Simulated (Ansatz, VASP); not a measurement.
TiB2 in VASP and in Ansatz

```
CELL_PARAMETERS angstrom
3.02920 0.00000 0.00000
-1.51460 2.62336 0.00000
0.00000 0.00000 3.22840
ATOMIC_POSITIONS crystal
Ti 0.00000 0.00000 0.00000
B 0.33333 0.66667 0.50000
B 0.66667 0.33333 0.50000
```

Alike in both runs: task relaxation of cell and atoms; functional PBE; dispersion D3(BJ); k mesh 18 × 18 × 14; occupations gaussian, width 0.1 eV; no spin polarisation.

```csv
,VASP,Ansatz
version,VASP 6.6.1,Ansatz 0.2.0
potentials or method,"VASP PAW PBE potentials, release 64 (Ti_sv, B), cutoff 600 eV","scalar-relativistic, plane waves, PAW"
valence electrons in the cell,18,18
```

Ansatz gave:

- gap on the k mesh at the Fermi level, each at its own relaxed structure (eV): none
- relaxed volume (Å³/atom): 8.29
- relaxed length of the cell vector where the two differ most in proportion (Å): 3.182

Problem. Which values does VASP return?

Solution. gap on the k mesh at the Fermi level, each at its own relaxed structure (eV): none; relaxed volume (Å³/atom): 8.29; relaxed length of the cell vector where the two differ most in proportion (Å): 3.183.

A gap of «none» marks a metal or a gap that the smearing closes.
